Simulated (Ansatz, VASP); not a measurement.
Two plane-wave programs on TiC

INCAR

```
SYSTEM = TiC
PREC = Accurate
ENCUT = 520
EDIFF = 1E-6
ISMEAR = 0
SIGMA = 0.1
LREAL = .False.
LASPH = .True.
NELM = 100
ALGO = Normal
ISIF = 2
LWAVE = .False.
LCHARG = .False.
LDIPOL = .True.
IDIPOL = 3
DIPOL = 0.5 0.5 0.500
GGA = PS
NBANDS = 69
```

The input KPOINTS:

```
Automatic mesh
0
Gamma
  4 4 1
  0 0 0
```

POSCAR

```
TiC
1.0
    3.0355752600      0.0000000000      0.0000000000
    0.0000000000      3.0355752600      0.0000000000
    0.0000000000      0.0000000000     28.9491383150
Ti C
7 7
Direct
    0.5000000000      0.5000000000      0.2801533440
    0.0000000000      0.0000000000      0.3524498838
    0.5000000000      0.5000000000      0.4261157268
    0.0000000000      0.0000000000      0.4999999993
    0.5000000000      0.5000000000      0.5738842861
    1.0000000000      0.0000000000      0.6475501312
    0.5000000000      0.5000000000      0.7198466628
    1.0000000000      0.0000000000      0.2763467400
    0.5000000000      0.5000000000      0.3513593573
    1.0000000000      0.0000000000      0.4255901998
    0.5000000000      0.5000000000      0.4999999926
    0.0000000000      0.0000000000      0.5744098145
    0.5000000000      0.5000000000      0.6486406622
    1.0000000000      0.0000000000      0.7236532600
```

Input for Ansatz:

```yaml
crystal:
  lattice:
    - [3.03557526, 0.0, 0.0]
    - [0.0, 3.03557526, 0.0]
    - [0.0, 0.0, 28.949138315]
  atoms:
    - { symbol: Ti, position: [0.5, 0.5, 0.280153344] }
    - { symbol: C, position: [1.0, 0.0, 0.27634674] }
    - { symbol: Ti, position: [0.0, 0.0, 0.3524498838] }
    - { symbol: C, position: [0.5, 0.5, 0.3513593573] }
    - { symbol: Ti, position: [0.5, 0.5, 0.4261157268] }
    - { symbol: C, position: [1.0, 0.0, 0.4255901998] }
    - { symbol: Ti, position: [0.0, 0.0, 0.4999999993] }
    - { symbol: C, position: [0.5, 0.5, 0.4999999926] }
    - { symbol: Ti, position: [0.5, 0.5, 0.5738842861] }
    - { symbol: C, position: [0.0, 0.0, 0.5744098145] }
    - { symbol: Ti, position: [1.0, 0.0, 0.6475501312] }
    - { symbol: C, position: [0.5, 0.5, 0.6486406622] }
    - { symbol: Ti, position: [0.5, 0.5, 0.7198466628] }
    - { symbol: C, position: [1.0, 0.0, 0.72365326] }
basis:
  ecutwfc: 420
kpoints:
  mp_grid: { grid: [4, 4, 1] }
scf:
  occupations: { method: gaussian, width: 0.1 }
  n_extra_bands: 4
hamiltonian:
  xc: pbesol
  pseudopotentials: { kind: paw, azcp: { folder: soft_1 } }
output:
  eigenvalues: true
  forces: true
  stress: false
efield:
  axis: 3
  dipole_correction: true
```

Alike in both runs: task single point; functional PBEsol; k mesh 4 × 4 × 1; occupations gaussian, width 0.1 eV; no spin polarisation.

|  | VASP | Ansatz |
| --- | --- | --- |
| version | VASP 6.6.1 | Ansatz 0.2.0 |
| potentials or method | VASP PAW PBE potentials, release 64 (Ti_sv, C), cutoff 520 eV | plane-wave PAW, scalar-relativistic |
| valence electrons in the cell | 112 | 112 |

|  | VASP | Ansatz | Ansatz less VASP |
| --- | --- | --- | --- |
| rms of the force components (eV/Å) | 0.107 | 0.107 | -0.0003 |

VASP's potentials were made for PBE, not for PBEsol, and Ansatz warns of the same on its side.

The k mesh is coarse, so the values compare programs but aren't converged.
